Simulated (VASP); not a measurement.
Crystal: PbI2.

```
Pb I
1.0
     4.73845    0.00000    0.00000
    -2.36922    4.10362    0.00000
     0.00000    0.00000    8.24689
Pb I
1 2
Direct
  0.00000 0.00000 0.00000
  0.33333 0.66667 0.22805
  0.66667 0.33333 0.77195
```

- Program: VASP 6.6.1
- Task: relaxation of shape and atoms at fixed volume
- Functional: PBE
- Potentials or basis: VASP PAW PBE potentials, release 64 (Pb_d, I)
- Cutoff: 500 eV
- k mesh: 6 × 6 × 4
- Occupations: gaussian, width 0.02 eV
- Spin: no spin polarisation

At the start: pressure -0.7 GPa; volume 53.45 Å³/atom.

Task: How do energy, volume and symmetry change on relaxing?

Result: Over 7 steps the energy falls by 4.2 meV/atom; space group P-3m1 (No. 164, to 0.1 Å) before and after.

The path:
```tsv
step	energy change (eV)	largest force (eV/Å)	pressure (GPa)	volume (Å³)
1	0.0000	0.1672	-0.73	160.36
2	-0.0026	0.1449	-0.66	160.36
3	-0.0081	0.0760	-0.44	160.36
4	-0.0092	0.0688	0.01	160.36
5	-0.0104	0.0067	-0.18	160.36
6	-0.0114	0.0061	-0.15	160.36
7	-0.0125	0.0036	-0.07	160.36
```

Final structure:
```
CELL_PARAMETERS angstrom
4.68628 0.00000 0.00000
-2.34314 4.05844 0.00000
0.00000 0.00000 8.43152
ATOMIC_POSITIONS crystal
Pb 0.00000 0.00000 0.00000
I 0.33333 0.66667 0.21977
I 0.66667 0.33333 0.78023
```

Caveat: this functional lacks dispersion, which binds the layers, so the pressure and a relaxed spacing across them are unreliable.
